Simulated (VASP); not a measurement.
# CuSn2O2 in VASP: single point with PBE+D3(BJ)

Aim: the single point of CuSn2O2 with PBE+D3(BJ).

All numbers are computed with VASP 6.6.1; they aren't measurements. Logs are shortened: lines on timing, memory, paths and dates and some standing lists are left out, and cuts for length are marked.

**1. The cell of the first run**

The cell holds a slab with vacuum, 5 atoms: a = 3.820 Å, b = 3.820 Å, c = 19.363 Å, α = 90.00°, β = 90.00°, γ = 90.00°.

**2. Single point, PBE+D3(BJ), collinear spin**

INCAR reads:

```
SYSTEM = CuSn2O2
PREC = Accurate
ENCUT = 520
EDIFF = 1E-7
ISMEAR = 0
SIGMA = 0.05
LREAL = .FALSE.
LASPH = .TRUE.
NELM = 150
ALGO = Normal
ISIF = 2
LWAVE = .FALSE.
LCHARG = .FALSE.
ISPIN = 2
MAGMOM = 0 0 0 0 1
LORBIT = 11
LMAXMIX = 4
LDIPOL = .TRUE.
IDIPOL = 3
DIPOL = 0.5 0.5 0.303
GGA = PE
IVDW = 12
NBANDS = 38
```

KPOINTS reads:

```
regular mesh
0
G
  7 7 1
  0 0 0
```

POSCAR reads:

```
CuSn2O2
1.0
    3.8201708766      0.0000000000      0.0000000000
    0.0000000000      3.8201708766      0.0000000000
    0.0000000000      0.0000000000     19.3630360333
Sn O Cu
2 2 1
Direct
    0.5000000000      0.0000000000      0.2065791745
    0.0000000000      0.5000000000      0.3286176828
    0.0000000000      0.0000000000      0.2675984287
    0.5000000000      0.5000000000      0.2675984287
    0.0000000000      1.0000000000      0.4422362288
```

Potentials or basis: VASP PAW PBE potentials, release 64 (Sn_d, O, Cu).

Launch:

```bash
> cat potpaw_PBE.64/Sn_d/POTCAR potpaw_PBE.64/O/POTCAR potpaw_PBE.64/Cu/POTCAR > POTCAR
> mpirun -np 1 vasp_std > vasp.out
```

OUTCAR:

```text
SYSTEM = CuSn2O2
   PREC = Accurate
   ENCUT = 520
   EDIFF = 1E-7
   ISMEAR = 0
   LREAL = .FALSE.
   LASPH = .TRUE.
   NELM = 150
   ISIF = 2
   ISPIN = 2
   LORBIT = 11
   GGA = PE
   IVDW = 12
 IVDW          = 12

 ion  position               nearest neighbor table
   1  0.500  0.000  0.207-   3 2.25   4 2.25   4 2.25   3 2.25   2 3.59   2 3.59   2 3.59   2 3.59

   2  0.000  0.500  0.329-   3 2.25   4 2.25   3 2.25   4 2.25   5 2.91   5 2.91   1 3.59   1 3.59
                             1 3.59   1 3.59
   3  0.000  0.000  0.268-   2 2.25   2 2.25   1 2.25   1 2.25
   4  0.500  0.500  0.268-   2 2.25   2 2.25   1 2.25   1 2.25
   5  0.000  0.000  0.442-   2 2.91   2 2.91

  LATTYP: Found a simple tetragonal cell.
 ALAT       =     3.8201708766
 C/A-ratio  =     5.0686308699

  Lattice vectors:

 A1 = (   3.8201708766,   0.0000000000,   0.0000000000)
 A2 = (   0.0000000000,   3.8201708766,   0.0000000000)
 A3 = (   0.0000000000,   0.0000000000,  19.3630360333)

Analysis of symmetry for initial positions (statically):
=====================================================================
 Subroutine PRICEL returns:
 Original cell was already a primitive cell.

 Routine SETGRP: Setting up the symmetry group for a
 simple tetragonal supercell.

 Subroutine GETGRP returns: Found  4 space group operations
 (whereof  4 operations were pure point group operations)
 out of a pool of 16 trial point group operations.

The static configuration has the point symmetry C_2v.

Analysis of symmetry for dynamics (positions and initial velocities):
=====================================================================
 Subroutine PRICEL returns:
 Original cell was already a primitive cell.

 Routine SETGRP: Setting up the symmetry group for a
 simple tetragonal supercell.

 Subroutine GETGRP returns: Found  4 space group operations
 (whereof  4 operations were pure point group operations)
 out of a pool of 16 trial point group operations.

The dynamic configuration has the point symmetry C_2v.

Analysis of structural, dynamic, and magnetic symmetry:
=====================================================================
 Subroutine PRICEL returns:
 Original cell was already a primitive cell.

 Routine SETGRP: Setting up the symmetry group for a
 simple tetragonal supercell.

 Subroutine GETGRP returns: Found  4 space group operations
 (whereof  4 operations were pure point group operations)
 out of a pool of 16 trial point group operations.

The overall configuration has the point symmetry C_2v.

 Subroutine INISYM returns: Found  4 space group operations
 (whereof  4 operations are pure point group operations),
 and found     1 'primitive' translations

----------------------------------------------------------------------------------------

                                     Primitive cell

  volume of cell :     282.5784

  direct lattice vectors                    reciprocal lattice vectors
     3.820170877  0.000000000  0.000000000     0.261768395  0.000000000  0.000000000
     0.000000000  3.820170877  0.000000000     0.000000000  0.261768395  0.000000000
     0.000000000  0.000000000 19.363036033     0.000000000  0.000000000  0.051644794

  length of vectors
     3.820170877  3.820170877 19.363036033     0.261768395  0.261768395  0.051644794

  position of ions in fractional coordinates (direct lattice)
     0.500000000  0.000000000  0.206579174
     0.000000000  0.500000000  0.328617683
     0.000000000  0.000000000  0.267598429
     0.500000000  0.500000000  0.267598429
     0.000000000  0.000000000  0.442236229

  ion indices of the primitive-cell ions
   primitive index   ion index
                 1           1
                 2           2
                 3           3
                 4           4
                 5           5

----------------------------------------------------------------------------------------

 KPOINTS: regular mesh

Automatic generation of k-mesh.
 Grid dimensions read from file:
 generate k-points for:    7    7    1

 Generating k-lattice:

  Cartesian coordinates                     Fractional coordinates (reciprocal lattice)
     0.037395485  0.000000000  0.000000000     0.142857143  0.000000000  0.000000000
     0.000000000  0.037395485  0.000000000     0.000000000  0.142857143  0.000000000
     0.000000000  0.000000000  0.051644794     0.000000000  0.000000000  1.000000000

  Length of vectors
     0.037395485  0.037395485  0.051644794

  Shift w.r.t. Gamma in fractional coordinates (k-lattice)
     0.000000000  0.000000000  0.000000000

 Subroutine IBZKPT returns following result:
 ===========================================

 Found     16 irreducible k-points:

 Following reciprocal coordinates:
            Coordinates               Weight
  0.000000  0.000000  0.000000      1.000000
  0.142857  0.000000  0.000000      2.000000
  0.000000  0.142857  0.000000      2.000000
  0.285714  0.000000  0.000000      2.000000
  0.000000  0.285714  0.000000      2.000000
  0.428571  0.000000  0.000000      2.000000
[... 8 lines left out ...]
 -0.285714  0.428571  0.000000      4.000000
  0.428571  0.428571  0.000000      4.000000
   k-points           NKPTS =     16   k-points in BZ     NKDIM =     16   number of bands    NBANDS=     38
   number of dos      NEDOS =    301   number of ions     NIONS =      5
   total plane-waves  NPLWV = 112896
   dimension x,y,z NGX =    28 NGY =   28 NGZ =  144
   dimension x,y,z NGXF=    56 NGYF=   56 NGZF=  288
   ions per type =               2   2   1
   NGX,Y,Z   is equivalent  to a cutoff of  12.19, 12.19, 12.36 a.u.
   NGXF,Y,Z  is equivalent  to a cutoff of  24.37, 24.37, 24.73 a.u.
 SYSTEM =  CuSn2O2
   PREC   = accura    normal or accurate (medium, high low for compatibility)
   ISTART =      0    job   : 0-new  1-cont  2-samecut
   ICHARG =      2    charge: 1-file 2-atom 10-const
   ISPIN  =      2    spin polarized calculation?
   LNONCOLLINEAR =      F non collinear calculations
   LSORBIT =      F    spin-orbit coupling
   LASPH  =      T    aspherical Exc in radial PAW
   ENCUT  =  520.0 eV  38.22 Ry    6.18 a.u.   7.10  7.10 36.00*2*pi/ulx,y,z
   NELM   =    150;   NELMIN=  2; NELMDL= -5     # of ELM steps
   EDIFF  = 0.1E-06   stopping-criterion for ELM
   LREAL  =      F    real-space projection
   EDIFFG = 0.1E-05   stopping-criterion for IOM
   NSW    =      0    number of steps for IOM
   IBRION =     -1    ionic relax: 0-MD 1-quasi-New 2-CG
   NFREE  =      0    steps in history (QN), initial steepest desc. (CG)
   ISIF   =      2    stress and relaxation
   ISYM   =      2    0-nonsym 1-usesym 2-fastsym
   POTIM  = 0.5000    time-step for ionic-motion
   TEBEG  =    0.0;   TEEND  =   0.0 temperature during run
   PSTRESS=    0.0 pullay stress
   NELECT =      51.0000    total number of electrons
   NUPDOWN=      -1.0000    fix difference up-down
   EMIN   =  10.00;   EMAX   =-10.00  energy-range for DOS
   EFERMI =   0.00;   METHOD = LEGACY
   ISMEAR =     0;   SIGMA  =   0.05  broadening in eV -4-tet -1-fermi 0-gaus
   EFERMI_NEDOS =   21; number of points for ismear=-14 and -15
   IALGO  =     38    algorithm
   IMIX   =      4    mixing-type and parameters
     AMIX     =   0.40;   BMIX     =  1.00
     AMIX_MAG =   1.60;   BMIX_MAG =  1.00
  volume/ion in A,a.u.               =      56.52       381.39
  Fermi-wavevector in a.u.,A,eV,Ry     =   0.925164  1.748306 11.645604  0.855928
  Thomas-Fermi vector in A             =   2.050988
   LORBIT       =     11    0 simple, 1 ext, 2 COOP (PROOUT), +10 PAW based schemes
   GGA     = PE    functional components
   LHFCALC =     F    Hartree Fock is set to
   AEXX    =    0.0000 exact exchange contribution
   IVDW    =    12    specifies the selected vdW correction
   LEPSILON=     F    determine dielectric tensor
   LRPA    =     F    only Hartree local field effects (RPA)
 spin polarized calculation
 Gauss-broadening in eV      SIGMA  =   0.05
  energy-cutoff  :      520.00
  volume of cell :      282.58
 maximum number of plane-waves:      7644
   NGX = 15   NGY = 15   NGZ = 73

 dipolmoment           0.000000      0.000000     -0.018439 electrons x Angstroem

 number of electron      50.9999964 magnetization       0.0000411

 number of electron      50.9999964 magnetization      -0.0000116

 dipolmoment           0.000000      0.000000      0.033456 electrons x Angstroem

 Free energy of the ion-electron system (eV)
  ---------------------------------------------------
  ext. energy  EPLUGINS =         0.00000000
  ---------------------------------------------------
  free energy    TOTEN  =       -24.09170309 eV

  energy without entropy =      -24.08688183  energy(sigma->0) =      -24.08929246

 E-fermi :  -0.6308     XC(G=0):  -4.1136

 val. band max:       -0.7059397097   @ k =   0.0000   0.2857   0.0000
 cond. band min:      -0.6291415772   @ k =   0.4286   0.4286   0.0000
 fundamental gap:      0.0767981326
 Fermi energy:        -0.6307844142

 spin component 1

 k-point     1 :       0.0000    0.0000    0.0000
  band No.  band energies     occupation
      1     -22.9024      1.00000
      2     -22.5670      1.00000
      3     -22.5377      1.00000
      4     -22.5345      1.00000
      5     -22.5259      1.00000
      6     -22.5015      1.00000
[... 29 lines left out ...]
     36       5.5965      0.00000
     37       6.6444      0.00000

 k-point     2 :       0.1429    0.0000    0.0000
  band No.  band energies     occupation
      1     -22.8939      1.00000
      2     -22.5913      1.00000
      3     -22.5422      1.00000
      4     -22.5248      1.00000
      5     -22.5246      1.00000
      6     -22.4955      1.00000
[... 29 lines left out ...]
     36       5.9322      0.00000
     37       6.4719      0.00000
[... 518 lines left out ...]
     36       5.8924      0.00000
     37       6.5105      0.00000

 k-point    16 :       0.4286    0.4286    0.0000
  band No.  band energies     occupation
      1     -22.8602      1.00000
      2     -22.8112      1.00000
      3     -22.5688      1.00000
      4     -22.5535      1.00000
      5     -22.4766      1.00000
      6     -22.4165      1.00000
[... 29 lines left out ...]
     36       6.3502      0.00000
     37       6.6741      0.00000
 Fermi energy:        -0.6307844142

 spin component 2

 k-point     1 :       0.0000    0.0000    0.0000
  band No.  band energies     occupation
      1     -22.9024      1.00000
      2     -22.5670      1.00000
      3     -22.5377      1.00000
      4     -22.5345      1.00000
      5     -22.5259      1.00000
      6     -22.5015      1.00000
[... 29 lines left out ...]
     36       5.5959      0.00000
     37       6.6438      0.00000

 k-point     2 :       0.1429    0.0000    0.0000
  band No.  band energies     occupation
      1     -22.8939      1.00000
      2     -22.5913      1.00000
      3     -22.5422      1.00000
      4     -22.5248      1.00000
      5     -22.5246      1.00000
      6     -22.4955      1.00000
[... 29 lines left out ...]
     36       5.9315      0.00000
     37       6.4719      0.00000
[... 518 lines left out ...]
     36       5.8922      0.00000
     37       6.5105      0.00000

 k-point    16 :       0.4286    0.4286    0.0000
  band No.  band energies     occupation
      1     -22.8602      1.00000
      2     -22.8113      1.00000
      3     -22.5688      1.00000
      4     -22.5535      1.00000
      5     -22.4766      1.00000
      6     -22.4165      1.00000
[... 29 lines left out ...]
     36       6.3503      0.00000
     37       6.6726      0.00000
 [bands above 37 left out]

------------------------ aborting loop because EDIFF is reached ----------------------------------------

 vacuum level on the upper side and lower side of the slab       (xc-potential included)         0.062        -0.315

 Edisp (eV)   -0.80865

 E8    (eV) :    -0.3629

  FORCE on cell =-STRESS in cart. coord.  units (eV):
  Direction    XX          YY          ZZ          XY          YZ          ZX
  --------------------------------------------------------------------------------------
  -------------------------------------------------------------------------------------
  Total      -1.75938    -1.11251    -1.76277     0.00000     0.00000     0.00000
  in kB      -9.97544    -6.30774    -9.99464     0.00000     0.00000     0.00000
  external pressure =       -8.76 kB  Pullay stress =        0.00 kB

 VOLUME and BASIS-vectors are now :
 -----------------------------------------------------------------------------
  energy-cutoff  :      520.00
  volume of cell :      282.58
      direct lattice vectors                 reciprocal lattice vectors
     3.820170877  0.000000000  0.000000000     0.261768395  0.000000000  0.000000000
     0.000000000  3.820170877  0.000000000     0.000000000  0.261768395  0.000000000
     0.000000000  0.000000000 19.363036033     0.000000000  0.000000000  0.051644794

 POSITION                                       TOTAL-FORCE (eV/Angst)
 -----------------------------------------------------------------------------------
      1.91009      0.00000      4.00000         0.000000      0.000000     -0.066336
      0.00000      1.91009      6.36304         0.000000      0.000000      0.663409
      0.00000      0.00000      5.18152         0.000000      0.000000     -0.247177
      1.91009      1.91009      5.18152         0.000000      0.000000      0.401018
      0.00000      0.00000      8.56304         0.000000      0.000000     -0.750915
 -----------------------------------------------------------------------------------
    total drift:                                0.000000      0.000000      0.002185

  FREE ENERGIE OF THE ION-ELECTRON SYSTEM (eV)
  ---------------------------------------------------
  free  energy   TOTEN  =       -24.9003548455 eV

  energy  without entropy=      -24.8955335892  energy(sigma->0) =      -24.89794422

 vacuum level on the upper side and lower side of the slab         3.453         3.064

 total charge

# of ion       s       p       d       tot
------------------------------------------
    1        1.280   0.764  10.054  12.098
    2        1.185   0.807  10.078  12.070
    3        1.581   3.421   0.000   5.002
    4        1.579   3.418   0.000   4.998
    5        0.408   0.058   9.305   9.771
--------------------------------------------------
tot          6.035   8.468  29.437  43.940

 magnetization (x)

# of ion       s       p       d       tot
------------------------------------------
    1        0.000  -0.000   0.000   0.000
    2       -0.000  -0.000  -0.000  -0.000
    3       -0.000  -0.000   0.000  -0.000
    4       -0.000  -0.000   0.000  -0.000
    5       -0.000  -0.000  -0.000  -0.000
--------------------------------------------------
tot         -0.000  -0.000  -0.000  -0.000
```

Run time: 12 min. Hardware: 1 thread of Intel Xeon Platinum 8259CL at 2.50GHz (Skylake/Cascade Lake), shared host; peak memory 0.57 GiB.

What came out:

| Item | Value |
| --- | --- |
| Free energy | -24.9004 eV |
| Largest force | 0.751 eV/Å |
| Net moment | 0.00 μB per cell |
| Valence electrons inside the program's atomic spheres | Sn 12.10, 12.07; O 5.00; Cu 9.77 |
| Dispersion energy per atom | -0.162 eV |

Forces on the atoms (eV/Å):
```
Sn   0.000  0.000 -0.066
Sn   0.000  0.000  0.663
O    0.000  0.000 -0.247
O    0.000  0.000  0.401
Cu   0.000  0.000 -0.751
```

Levels at points of the mesh, in eV from the Fermi level:
Spin up:
```
           k point  band 23  band 24  band 25  band 26  band 27  band 28
(0.00, 0.00, 0.00)    -1.77    -1.65    -1.55    -0.43     1.54     1.99
```
Spin down:
| k point | band 23 | band 24 | band 25 | band 26 | band 27 | band 28 |
| --- | --- | --- | --- | --- | --- | --- |
| (0.00, 0.00, 0.00) | -1.77 | -1.65 | -1.55 | -0.43 | 1.54 | 1.99 |

Caveat: spin-orbit coupling is left out, which moves the levels of the heavy elements. With open d or f shells a metallic result of PBE can be an artefact of self-interaction; +U or a hybrid may open a gap.
